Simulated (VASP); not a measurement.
Cu:

```
Cu
1.0
     0.00000    1.83129    1.83129
     1.83129    0.00000    1.83129
     1.83129    1.83129    0.00000
Cu
1
Cartesian
  0.0000 0.0000 0.0000
```

- Program: VASP 6.6.1
- Task: relaxation of cell and atoms
- Functional: PBEsol
- Potentials or basis: VASP PAW PBE potentials, release 64 (Cu_sv_GW)
- Cutoff: 700 eV
- k mesh: 16 × 16 × 16
- Occupations: fermi-dirac, width 0.05 eV
- Spin: no spin polarisation

At the start: pressure -15.5 GPa; volume 12.28 Å³/atom.

Question: Where does the relaxation end?

Answer: Over 7 steps the energy falls by 63.6 meV/atom and the volume is 11.10 Å³/atom (-9.6 %); space group Fm-3m (No. 225, to 0.05 Å).

Step by step:
```
step  energy change (eV)  largest force (eV/Å)  pressure (GPa)  volume (Å³)
   1              0.0000                0.0000          -15.46        12.28
   2             -0.0219                0.0000           17.74        10.29
   3             -0.0636                0.0000           -0.18        11.11
   4             -0.0636                0.0000            0.20        11.09
   5             -0.0636                0.0000           -0.08        11.11
   6             -0.0636                0.0000            0.11        11.10
   7             -0.0636                0.0000           -0.05        11.10
```

Final structure:
```cif
data_structure
_symmetry_space_group_name_H-M 'P 1'
_symmetry_Int_Tables_number 1
_cell_length_a 2.5042
_cell_length_b 2.5042
_cell_length_c 2.5042
_cell_angle_alpha 60.000
_cell_angle_beta 60.000
_cell_angle_gamma 60.000
_cell_volume 11.10
loop_
_atom_site_label
_atom_site_type_symbol
_atom_site_fract_x
_atom_site_fract_y
_atom_site_fract_z
_atom_site_occupancy
Cu1 Cu 0.00000 0.00000 0.00000 1
```

Caveat: the PAW data sets were made with another functional, which shifts forces and pressure a little.
